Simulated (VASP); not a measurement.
Here is a VASP 6.6.1 calculation.

Contents of INCAR:

```
PREC = Accurate ; ENCUT = 520
EDIFF = 1E-8 ; ISMEAR = -1
SIGMA = 0.02 ; LREAL = F
LASPH = T ; NELM = 80
ALGO = Normal ; ISIF = 2
LWAVE = F ; LCHARG = F
GGA = PS ; LEFG = T
NBANDS = 33
```

File KPOINTS:

```
Automatic mesh
0
Gamma
  7 7 10
```

POSCAR

```
TiO2
1.0
    4.5940000000      0.0000000000      0.0000000000
    0.0000000000      4.5940000000      0.0000000000
    0.0000000000      0.0000000000      2.9590000000
Ti O
2 4
Direct
    0.0000000000      0.0000000000      0.0000000000
    0.5000000000      0.5000000000      0.5000000000
    0.3042802921      0.3042802921      0.0000000000
    0.1957197079      0.8042802921      0.5000000000
    0.6957197079      0.6957197079      0.0000000000
    0.8042802921      0.1957197079      0.5000000000
```

Potentials or basis: VASP PAW PBE potentials, release 64 (Ti_sv, O).

The run is started by

```bash
$ cat potpaw_PBE.64/Ti_sv/POTCAR potpaw_PBE.64/O/POTCAR > POTCAR
$ mpirun -np 1 vasp_std > vasp.out
```

Task: Estimate the pressure.

Result: -1.6 GPa.

Task: What does it give for the band gap on the k mesh?

Result: 1.81 eV.

Forces on the atoms (eV/Å):
```
Ti   0.000  0.000  0.000
Ti   0.000  0.000  0.000
O    0.028  0.028  0.000
O   -0.028  0.028  0.000
O   -0.028 -0.028  0.000
O    0.028 -0.028  0.000
```

Caveat: without QUAD_EFG the Cq values of the log hold for a quadrupole moment of 1 mb, not for the nuclei; the PAW data sets were made with another functional, which shifts forces and pressure a little; an odd mesh through Γ misses points on the zone boundary, where band edges can lie.
